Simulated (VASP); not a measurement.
Here is a VASP 6.6.1 calculation.

The input POSCAR:

```
H4C5S3O7
1.0
    9.9159620000      0.0000000000      0.0000000000
    0.0000000000      9.9159620000      0.0000000000
    0.0000000000      0.0000000000      9.9159620000
O C H S
14 10 8 6
Direct
    0.1440404874      0.4969462368      0.6575055451
    0.0451998505      0.6858840322      0.5905528884
    0.5641409275      0.3840272885      0.3601466000
    0.4770288551      0.4807904669      0.1737703311
    0.5283400642      0.9311249882      0.7461605843
    0.6492360499      1.0722913218      0.6325861273
    0.2342384935      0.6256881581      0.1892403380
    0.1222675117      0.7915520451      0.0890483445
    0.7655333895      0.0825537653      0.3375466747
    0.4114073854      0.6752244512      0.9635474601
    1.0056311228      0.5172770932      0.9521113534
    0.0864666484      0.2559005369      0.4749312270
    0.4218753561      0.6416724872      0.5272408265
    0.3882326294      0.3858425436      0.8410984229
    0.1318076854      0.6307002790      0.6600872412
    0.5314663368      0.3878594936      0.2270077275
    0.5389088825      1.0461213950      0.6750227562
    0.1490223541      0.7239136253      0.1883327104
    0.8168345139      0.0030455946      0.4058002643
    0.5133137864      0.6490948634      0.9127203190
    0.9500540643      0.4857319945      1.0486425825
    0.1135038638      0.2115478054      0.3709473675
    0.4209273896      0.7570117756      0.4957663210
    0.3173872590      0.3003742854      0.8831215771
    0.0730337611      0.4723999547      0.5917529736
    0.2045994125      0.6684777533      0.7301863400
    0.5398568490      0.4705040217      0.4041564500
    0.5535317703      0.2939603843      0.1781773670
    0.6222290888      0.8959191251      0.7543292320
    0.4387572280      1.0917347202      0.6729856367
    0.3079479328      0.6125678981      0.1249500553
    0.0828966468      0.7322940528      0.2811023277
    0.8903624278     -0.1076244544      0.4873758088
    0.6499318977      0.5953633142      0.8628915682
    0.8847956456      0.4400682455      1.1823058620
    0.1567775270      0.1316967532      0.2431231584
    0.4072020445      0.8973612444      0.4325853609
    0.2256462863      0.1778244007      0.9200922714
```

Contents of INCAR.step1:

```
SYSTEM = H4C5S3O7
ALGO = Normal
EDIFF = 1E-4
ENCUT = 520
GGA = PE
ISMEAR = -1
LASPH = .True.
LCHARG = .False.
LREAL = Auto
LWAVE = .True.
NBANDS = 109
NELM = 80
PREC = Accurate
SIGMA = 0.02
```

Contents of INCAR.step2:

```
SYSTEM = H4C5S3O7
ALGO = Normal
EDIFF = 1E-6
ENCUT = 520
ISIF = 2
ISMEAR = -1
ISTART = 1
IVDW = 12
LASPH = .True.
LCHARG = .False.
LMIXTAU = .True.
LREAL = Auto
LWAVE = .False.
METAGGA = R2SCAN
NBANDS = 109
NELM = 80
PREC = Accurate
SIGMA = 0.02
VDW_A1 = 0.49484001
VDW_A2 = 5.73083694
VDW_S6 = 1.0
VDW_S8 = 0.78981345
```

KPOINTS

```
k-points
0
Gamma
  1 1 1
  0 0 0
```

Potentials or basis: VASP PAW PBE potentials, release 64 (O, C, H, S).

The run is started by

```bash
$ cat potpaw_PBE.64/O/POTCAR potpaw_PBE.64/C/POTCAR potpaw_PBE.64/H/POTCAR potpaw_PBE.64/S/POTCAR > POTCAR
$ cp INCAR.step1 INCAR
$ mpirun -np 1 vasp_gam > vasp.out
$ cp INCAR.step2 INCAR
$ mpirun -np 1 vasp_gam > vasp.out
```

Question: Estimate the largest force.

Answer: 3.050 eV/Å.

Question: Predict the band gap on the k mesh.

Answer: 3.97 eV.

Question: Estimate the dispersion energy per atom.

Answer: -0.024 eV.

Question: Estimate the pressure.

Answer: 0.4 GPa.

Forces in eV/Å, atoms in the order of the input:
```
O   -0.545 -0.367 -0.604
O    1.246  0.141  0.963
O   -0.003  0.379 -0.278
O   -0.577  1.327 -0.932
O    0.053 -0.997  0.950
O    0.064  1.850 -0.919
O    1.419 -1.977  1.839
O    0.255  0.488  0.310
O   -0.609  0.967 -0.590
O   -0.980  0.736 -0.047
O    0.729  0.596 -1.790
O   -0.617  1.211  1.319
O    0.330  1.324  0.161
O   -0.608 -0.542  0.726
C   -1.477 -0.611 -1.075
C    0.052 -0.269  1.947
C    0.775 -1.672  0.880
C   -2.198  1.187 -1.283
C    0.385 -0.649  0.143
C    0.405 -0.811  0.516
C   -0.279 -0.482  1.317
C    0.737 -1.555 -1.137
C   -0.404 -2.230 -0.284
C    0.281  0.030 -0.943
H    0.550 -0.478  0.421
H    0.389  1.035  0.456
H    0.042 -0.645 -0.516
H    0.431 -0.778 -0.207
H   -0.991  0.278 -0.179
H    0.134  0.662 -0.443
H   -0.595  0.658 -0.281
H    1.041 -0.290 -0.389
S    0.171 -0.189  0.244
S    0.691  0.193 -0.587
S   -0.434 -0.120  0.487
S   -0.184  0.309  0.034
S    0.027  0.791 -0.195
S    0.297  0.502 -0.031
```

Caveat: the k points lie up to 0.63 Å⁻¹ apart; the PAW data sets were made with another functional, which shifts forces and pressure a little.
